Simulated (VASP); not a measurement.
Write the native input for VASP 6.6.1 that does the following.

* Task: single point
* Functional: r2SCAN
* Potentials or basis: VASP PAW PBE potentials, release 64 (B, N)
* Cutoff: 520 eV
* k mesh: 12 × 12 × 12
* Occupations: gaussian, width 0.01 eV
* Spin: no spin polarisation
* Dipole correction: no
* Further INCAR settings: ALGO = Normal; EDIFF = 1e-07; NBANDS = 11

The system is BN.

```
B N
1.0
     0.03492    1.79463    1.79463
     1.79463    0.03492    1.79463
     1.79463    1.79463    0.03492
B N
1 1
Direct
  0.00020 0.00020 0.00020
  0.24980 0.24980 0.24980
```

This cell differs from its parent crystal: epitaxial 111 strain -2.5%.

The input as run:

POSCAR

```
BN
1.0
    0.0349220593      1.7946268727      1.7946268727
    1.7946268727      0.0349220593      1.7946268727
    1.7946268727      1.7946268727      0.0349220593
B N
1 1
Direct
    0.0002007007      0.0002007007      0.0002007007
    0.2497992993      0.2497992993      0.2497992993
```

INCAR.step1

```
PREC     = Accurate       # precision mode
ENCUT    = 520            # plane-wave cutoff, eV
ISMEAR   = 0              # smearing method
SIGMA    = 0.01           # smearing width, eV
LREAL    = F              # projectors in reciprocal space
LASPH    = T              # aspherical terms in the spheres
NELM     = 80             # most SCF steps
NBANDS   = 11             # bands
GGA      = PE             # functional
ALGO     = Normal         # electronic algorithm
EDIFF    = 1E-4           # SCF threshold, eV
LWAVE    = T              # write WAVECAR
LCHARG   = F              # write CHGCAR
```

INCAR.step2

```
PREC     = Accurate       # precision mode
ENCUT    = 520            # plane-wave cutoff, eV
EDIFF    = 1E-7           # SCF threshold, eV
ISMEAR   = 0              # smearing method
SIGMA    = 0.01           # smearing width, eV
LREAL    = F              # projectors in reciprocal space
LASPH    = T              # aspherical terms in the spheres
NELM     = 80             # most SCF steps
ALGO     = Normal         # electronic algorithm
ISIF     = 2              # what is computed and relaxed
LWAVE    = F              # write WAVECAR
LCHARG   = T              # write CHGCAR
METAGGA  = R2SCAN         # meta-GGA
LMIXTAU  = T            
LELF     = T              # ELF
LVHAR    = T            
NBANDS   = 11             # bands
ISTART   = 1
```

KPOINTS

```
regular mesh
0
Gamma
  12 12 12
```

Potentials or basis: VASP PAW PBE potentials, release 64 (B, N).

Launch:

```console
$ cat potpaw_PBE.64/B/POTCAR potpaw_PBE.64/N/POTCAR > POTCAR
$ cp INCAR.step1 INCAR
$ mpirun -np 1 vasp_std > vasp.out
$ cp INCAR.step2 INCAR
$ mpirun -np 1 vasp_std > vasp.out
```

Results of the run:

The pressure is 21.6 GPa. The largest force is 0.008 eV/Å and the band gap on the k mesh is 4.95 eV (least direct gap 9.00 eV).

Caveat: the cell differs from its parent crystal (epitaxial 111 strain -2.5%); the cell stands under pressure; the PAW data sets were made with another functional, which shifts forces and pressure a little.

Run time: 98 s on 1 thread of Intel(R) Xeon(R) Platinum 8259CL CPU @ 2.50GHz (Skylake/Cascade Lake) (shared host), peak memory 0.13 GiB.
